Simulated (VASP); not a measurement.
# Sr (P6_3/mmc) in VASP: notebook

The runs below take Sr through single point, with PBE.

Program: VASP 6.6.1. These are calculated values, not measurements. Logs are shortened: lines on timing, memory, paths and dates and some standing lists are left out, and cuts for length are marked.

### Step 1. The cell of the first run

Symmetry: P6_3/mmc, No. 194, hexagonal system. The conventional cell has a = 4.177 Å, b = 4.177 Å, c = 14.144 Å, α = 90.00°, β = 90.00°, γ = 120.00°. Sr (site symmetry -3m) has 12 Sr at 4.18 to 4.28 Å within 5.5 Å. Within 5.5 Å of Sr (site symmetry -6m2) lie 12 Sr at 4.18 to 4.28 Å.

This isn't the form of Sr at room conditions, which is fcc.

### Step 2. Single point, PBE (biaxial strain in the a-b plane: -2.0 %)

Contents of INCAR:

```
SYSTEM = Sr
PREC     = Accurate       ! precision mode
ENCUT    = 520            ! plane-wave cutoff, eV
EDIFF    = 1E-6           ! SCF threshold, eV
ISMEAR   = 0              ! smearing method
SIGMA    = 0.1            ! smearing width, eV
LREAL    = .FALSE.        ! projectors in reciprocal space
LASPH    = .TRUE.         ! aspherical terms in the spheres
NELM     = 100            ! most SCF steps
ALGO     = Fast           ! electronic algorithm
ISIF     = 2              ! what is computed and relaxed
LWAVE    = .FALSE.        ! write WAVECAR
LCHARG   = .FALSE.        ! write CHGCAR
GGA      = PE             ! functional
NBANDS   = 28             ! bands
```

Contents of KPOINTS:

```
Automatic mesh
0
G
  12 12 4
  0 0 0
```

Contents of POSCAR:

```
Sr
1.0
    4.1774667277      0.0000000000      0.0000000000
   -2.0887333639      3.6177923097      0.0000000000
    0.0000000000      0.0000000000     14.1443698548
Sr
4
Direct
    0.0000000000      0.0000000000      0.0000000000
    0.3333333333      0.6666666667      0.2500000000
    0.0000000000      0.0000000000      0.5000000000
    0.6666666667      0.3333333333      0.7500000000
```

Potentials or basis: VASP PAW PBE potentials, release 64 (Sr_sv).

Launch:

```sh
$ cat potpaw_PBE.64/Sr_sv/POTCAR > POTCAR
$ mpirun -np 1 vasp_std > vasp.out
```

OUTCAR:

```text
SYSTEM = Sr
   PREC = Accurate
   ENCUT = 520
   EDIFF = 1E-6
   ISMEAR = 0
   LREAL = .FALSE.
   LASPH = .TRUE.
   NELM = 100
   ISIF = 2
   GGA = PE

 ion  position               nearest neighbor table
   1  0.000  0.000  0.000-   2 4.28   4 4.28   4 4.28   2 4.28   4 4.28   2 4.28
   2  0.333  0.667  0.250-   1 4.28   3 4.28   1 4.28   3 4.28   1 4.28   3 4.28
   3  0.000  0.000  0.500-   2 4.28   4 4.28   4 4.28   2 4.28   4 4.28   2 4.28
   4  0.667  0.333  0.750-   1 4.28   3 4.28   1 4.28   3 4.28   1 4.28   3 4.28

  LATTYP: Found a hexagonal cell.
 ALAT       =     4.1774667277
 C/A-ratio  =     3.3858725339

  Lattice vectors:

 A1 = (   4.1774667277,   0.0000000000,   0.0000000000)
 A2 = (  -2.0887333639,   3.6177923097,   0.0000000000)
 A3 = (   0.0000000000,   0.0000000000,  14.1443698548)

Analysis of symmetry for initial positions (statically):
=====================================================================
 Subroutine PRICEL returns:
 Original cell was already a primitive cell.

 Routine SETGRP: Setting up the symmetry group for a
 hexagonal supercell.

 Subroutine GETGRP returns: Found 24 space group operations
 (whereof 12 operations were pure point group operations)
 out of a pool of 24 trial point group operations.

The static configuration has the point symmetry D_3d.
 The point group associated with its full space group is D_6h.

Analysis of symmetry for dynamics (positions and initial velocities):
=====================================================================
 Subroutine PRICEL returns:
 Original cell was already a primitive cell.

 Routine SETGRP: Setting up the symmetry group for a
 hexagonal supercell.

 Subroutine GETGRP returns: Found 24 space group operations
 (whereof 12 operations were pure point group operations)
 out of a pool of 24 trial point group operations.

The dynamic configuration has the point symmetry D_3d.
 The point group associated with its full space group is D_6h.

 Subroutine INISYM returns: Found 24 space group operations
 (whereof 12 operations are pure point group operations),
 and found     1 'primitive' translations

----------------------------------------------------------------------------------------

                                     Primitive cell

  volume of cell :     213.7668

  direct lattice vectors                    reciprocal lattice vectors
     4.177466728  0.000000000  0.000000000     0.239379525  0.138205833  0.000000000
    -2.088733364  3.617792310  0.000000000     0.000000000  0.276411666  0.000000000
     0.000000000  0.000000000 14.144369855     0.000000000  0.000000000  0.070699509

  length of vectors
     4.177466728  4.177466728 14.144369855     0.276411666  0.276411666  0.070699509

  position of ions in fractional coordinates (direct lattice)
     0.000000000  0.000000000  0.000000000
     0.333333333  0.666666667  0.250000000
     0.000000000  0.000000000  0.500000000
     0.666666667  0.333333333  0.750000000

  ion indices of the primitive-cell ions
   primitive index   ion index
                 1           1
                 2           2
                 3           3
                 4           4

----------------------------------------------------------------------------------------

 KPOINTS: Automatic mesh

Automatic generation of k-mesh.
 Grid dimensions read from file:
 generate k-points for:   12   12    4

 Generating k-lattice:

  Cartesian coordinates                     Fractional coordinates (reciprocal lattice)
     0.019948294  0.011517153  0.000000000     0.083333333 -0.000000000  0.000000000
     0.000000000  0.023034306  0.000000000     0.000000000  0.083333333  0.000000000
     0.000000000  0.000000000  0.017674877     0.000000000  0.000000000  0.250000000

  Length of vectors
     0.023034306  0.023034306  0.017674877

  Shift w.r.t. Gamma in fractional coordinates (k-lattice)
     0.000000000  0.000000000  0.000000000

 Subroutine IBZKPT returns following result:
 ===========================================

 Found     57 irreducible k-points:

 Following reciprocal coordinates:
            Coordinates               Weight
  0.000000  0.000000  0.000000      1.000000
  0.083333  0.000000  0.000000      6.000000
  0.166667  0.000000  0.000000      6.000000
  0.250000  0.000000  0.000000      6.000000
  0.333333  0.000000  0.000000      6.000000
  0.416667 -0.000000  0.000000      6.000000
[... 16 lines left out ...]
  0.250000  0.000000  0.250000     12.000000
  0.333333  0.000000  0.250000     12.000000
 [... further k-points ...]
   k-points           NKPTS =     57   k-points in BZ     NKDIM =     57   number of bands    NBANDS=     28
   number of dos      NEDOS =    301   number of ions     NIONS =      4
   total plane-waves  NPLWV = 110592
   dimension x,y,z NGX =    32 NGY =   32 NGZ =  108
   dimension x,y,z NGXF=    64 NGYF=   64 NGZF=  216
   ions per type =               4
   NGX,Y,Z   is equivalent  to a cutoff of  12.73, 12.73, 12.69 a.u.
   NGXF,Y,Z  is equivalent  to a cutoff of  25.47, 25.47, 25.39 a.u.
 SYSTEM =  Sr
   PREC   = accura    normal or accurate (medium, high low for compatibility)
   ISTART =      0    job   : 0-new  1-cont  2-samecut
   ICHARG =      2    charge: 1-file 2-atom 10-const
   ISPIN  =      1    spin polarized calculation?
   LNONCOLLINEAR =      F non collinear calculations
   LSORBIT =      F    spin-orbit coupling
   LASPH  =      T    aspherical Exc in radial PAW
   ENCUT  =  520.0 eV  38.22 Ry    6.18 a.u.   7.77  7.77 26.30*2*pi/ulx,y,z
   NELM   =    100;   NELMIN=  2; NELMDL= -5     # of ELM steps
   EDIFF  = 0.1E-05   stopping-criterion for ELM
   LREAL  =      F    real-space projection
   EDIFFG = 0.1E-04   stopping-criterion for IOM
   NSW    =      0    number of steps for IOM
   IBRION =     -1    ionic relax: 0-MD 1-quasi-New 2-CG
   NFREE  =      0    steps in history (QN), initial steepest desc. (CG)
   ISIF   =      2    stress and relaxation
   ISYM   =      2    0-nonsym 1-usesym 2-fastsym
   POTIM  = 0.5000    time-step for ionic-motion
   TEBEG  =    0.0;   TEEND  =   0.0 temperature during run
   PSTRESS=    0.0 pullay stress
   NELECT =      40.0000    total number of electrons
   NUPDOWN=      -1.0000    fix difference up-down
   EMIN   =  10.00;   EMAX   =-10.00  energy-range for DOS
   EFERMI =   0.00;   METHOD = LEGACY
   ISMEAR =     0;   SIGMA  =   0.10  broadening in eV -4-tet -1-fermi 0-gaus
   EFERMI_NEDOS =   21; number of points for ismear=-14 and -15
   IALGO  =     68    algorithm
   IMIX   =      4    mixing-type and parameters
     AMIX     =   0.40;   BMIX     =  1.00
     AMIX_MAG =   1.60;   BMIX_MAG =  1.00
  volume/ion in A,a.u.               =      53.44       360.64
  Fermi-wavevector in a.u.,A,eV,Ry     =   0.936371  1.769485 11.929468  0.876791
  Thomas-Fermi vector in A             =   2.063374
   LORBIT       =      0    0 simple, 1 ext, 2 COOP (PROOUT), +10 PAW based schemes
   GGA     = PE    functional components
   LHFCALC =     F    Hartree Fock is set to
   AEXX    =    0.0000 exact exchange contribution
   IVDW    =     0    specifies the selected vdW correction
   LEPSILON=     F    determine dielectric tensor
   LRPA    =     F    only Hartree local field effects (RPA)
 non-spin polarized calculation
 RMM-DIIS sequential band-by-band and
 Gauss-broadening in eV      SIGMA  =   0.10
  energy-cutoff  :      520.00
  volume of cell :      213.77
 maximum number of plane-waves:      5807
 NGX is ok and might be reduce to    32
   NGX = 15   NGY = 15   NGZ = 53

 number of electron      40.0000001 magnetization

 Free energy of the ion-electron system (eV)
  ---------------------------------------------------
  ext. energy  EPLUGINS =         0.00000000
  ---------------------------------------------------
  free energy    TOTEN  =        -6.53710119 eV

  energy without entropy =       -6.51296879  energy(sigma->0) =       -6.52503499

 E-fermi :   1.6867     XC(G=0):  -7.4373

 val. band max:        1.6731768636   @ k =   0.3333   0.0833   0.0000
 cond. band min:       1.6872222660   @ k =   0.2500   0.1667   0.0000
 fundamental gap:      0.0140454024
 Fermi energy:         1.6867289880

 k-point     1 :       0.0000    0.0000    0.0000
  band No.  band energies     occupation
      1     -34.8811      2.00000
      2     -34.8747      2.00000
      3     -34.8741      2.00000
      4     -34.8677      2.00000
      5     -16.9603      2.00000
      6     -16.8649      2.00000
[... 20 lines left out ...]
     27       4.0633      0.00000
     28       4.1806      0.00000

 k-point     2 :       0.0833    0.0000    0.0000
  band No.  band energies     occupation
      1     -34.8801      2.00000
      2     -34.8738      2.00000
      3     -34.8733      2.00000
      4     -34.8670      2.00000
      5     -16.9556      2.00000
      6     -16.8656      2.00000
[... 20 lines left out ...]
     27       4.0912      0.00000
     28       4.1402      0.00000

 k-point     3 :       0.1667    0.0000    0.0000
  band No.  band energies     occupation
      1     -34.8772      2.00000
      2     -34.8715      2.00000
      3     -34.8710      2.00000
      4     -34.8653      2.00000
      5     -16.9422      2.00000
      6     -16.8723      2.00000
[... 20 lines left out ...]
     27       3.9657      0.00000
     28       4.3252      0.00000

 k-point     4 :       0.2500    0.0000    0.0000
  band No.  band energies     occupation
      1     -34.8732      2.00000
      2     -34.8684      2.00000
      3     -34.8679      2.00000
      4     -34.8631      2.00000
      5     -16.9237      2.00000
      6     -16.8991      2.00000
[... 578 lines left out ...]
     27       3.9209      0.00000
     28       4.0939      0.00000

 k-point    23 :       0.2500    0.0000    0.2500
  band No.  band energies     occupation
      1     -34.8728      2.00000
      2     -34.8701      2.00000
      3     -34.8662      2.00000
      4     -34.8635      2.00000
      5     -16.9221      2.00000
      6     -16.9078      2.00000
[... 20 lines left out ...]
     27       3.7243      0.00000
     28       3.8937      0.00000

 k-point    24 :       0.3333    0.0000    0.2500
  band No.  band energies     occupation
      1     -34.8686      2.00000
      2     -34.8665      2.00000
      3     -34.8635      2.00000
      4     -34.8614      2.00000
      5     -16.9420      2.00000
      6     -16.9340      2.00000
[... 20 lines left out ...]
     27       3.4733      0.00000
     28       3.6253      0.00000

 [... further k-points ...]
[... 5 lines left out ...]
  --------------------------------------------------------------------------------------
  -------------------------------------------------------------------------------------
  Total        0.8372717      0.8372717     -0.1750251     -0.0000000     -0.0000000      0.0000000
  in kB        6.2753331      6.2753331     -1.3118091     -0.0000000     -0.0000000      0.0000000
  external PRESSURE =       3.7462857 kB  Pullay stress =       0.0000000 kB

 VOLUME and BASIS-vectors are now :
 -----------------------------------------------------------------------------
  energy-cutoff  :      520.00
  volume of cell :      213.77
      direct lattice vectors                 reciprocal lattice vectors
     4.177466728  0.000000000  0.000000000     0.239379525  0.138205833  0.000000000
    -2.088733364  3.617792310  0.000000000     0.000000000  0.276411666  0.000000000
     0.000000000  0.000000000 14.144369855     0.000000000  0.000000000  0.070699509

 POSITION                                       TOTAL-FORCE (eV/Angst)
 -----------------------------------------------------------------------------------
      0.00000      0.00000      0.00000        -0.000000      0.000000     -0.000000
     -0.00000      2.41186      3.53609        -0.000000      0.000000     -0.000000
      0.00000      0.00000      7.07218        -0.000000      0.000000     -0.000000
      2.08873      1.20593     10.60828         0.000000     -0.000000      0.000000
 -----------------------------------------------------------------------------------
    total drift:                               -0.000000      0.000000      0.000000

  FREE ENERGIE OF THE ION-ELECTRON SYSTEM (eV)
  ---------------------------------------------------
  free  energy   TOTEN  =        -6.5371011937 eV

  energy  without entropy=       -6.5129687890  energy(sigma->0) =       -6.52503499
```

It took 7 min on 1 thread of Intel Xeon 8259CL, shared host; peak memory 0.48 GiB.

What came out:

```yaml
Free_energy: -6.5371 eV
Pressure: 0.4 GPa
Band_gap_on_the_k_mesh: zero (bands 20 and 21 overlap by 0.26 eV)
```

Caveat: the cell differs from its parent crystal (biaxial strain in the a-b plane: -2.0 %).

(Continued in part 2 of 2.)
